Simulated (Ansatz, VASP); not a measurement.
MgS: VASP beside Ansatz

```
Mg S
1.0
     0.00000    2.83000    2.83000
     2.83000    0.00000    2.83000
     2.83000    2.83000    0.00000
Mg S
1 1
Direct
  0.00000 0.00000 0.00000
  0.25000 0.25000 0.25000
```

Alike in both runs: task single point; functional PBEsol; k mesh 8 × 8 × 8; occupations gaussian, width 0.02 eV; no spin polarisation.

```csv
,VASP,Ansatz
version,VASP 6.6.1,Ansatz 0.2.0
potentials or method,"VASP PAW PBE potentials, release 64 (Mg, S), cutoff 600 eV","scalar-relativistic, plane waves, PAW"
valence electrons in the cell,8,16
```

|  | VASP | Ansatz | Ansatz less VASP |
| --- | --- | --- | --- |
| gap on the k mesh at the Fermi level (eV) | 3.30 | 3.30 | -0.002 |
| least direct gap on the mesh (eV) | 3.30 | 3.30 | -0.002 |
| pressure (GPa) | -0.3 | -0.3 | +0.07 |

VASP's potentials were made for PBE, not for PBEsol, and Ansatz warns of the same on its side. VASP's potentials hold 8 valence electrons a cell and Ansatz's 16, so a difference there can come from the potentials and not from the codes.
